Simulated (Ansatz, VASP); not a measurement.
# AlN: VASP beside Ansatz

```
CELL_PARAMETERS angstrom
3.08874 0.00000 0.00000
-1.54437 2.67493 0.00000
0.00000 0.00000 4.94377
ATOMIC_POSITIONS crystal
Al 0.31020 0.65381 0.00152
Al 0.68980 0.34619 0.50152
N 0.35398 0.67814 0.38348
N 0.64602 0.32186 0.88348
```

Change from the starting cell: mode 4 frozen in at -0.052 Å and mode 5 at -0.034 Å (largest displacements).

Alike in both runs: task single point; functional LDA; k mesh 9 × 9 × 6; occupations gaussian, width 0.05 eV; no spin polarisation.

|  | VASP | Ansatz |
| --- | --- | --- |
| version | VASP 6.6.1 | Ansatz 0.2.0 |
| potentials or method | VASP PAW LDA potentials, release 64 (Al, N), cutoff 520 eV | scalar-relativistic, plane waves, PAW |
| valence electrons in the cell | 16 | 16 |

Ansatz gave:

- gap on the k mesh at the Fermi level (eV): 4.37
- least direct gap on the mesh (eV): 4.37
- pressure (GPa): -0.1
- traceless stress, the component that is largest in VASP (GPa): -0.35
- rms of the force components (eV/Å): 0.165

Question: Which values does VASP return?

Answer: gap on the k mesh at the Fermi level (eV): 4.38; least direct gap on the mesh (eV): 4.38; pressure (GPa): 0.5; traceless stress, the component that is largest in VASP (GPa): -0.34; rms of the force components (eV/Å): 0.165.

LDA's correlation is that of Perdew and Zunger in VASP and of Perdew and Wang (1992) in Ansatz. Atom by atom the forces differ by 0.001 eV/Å (rms over components).
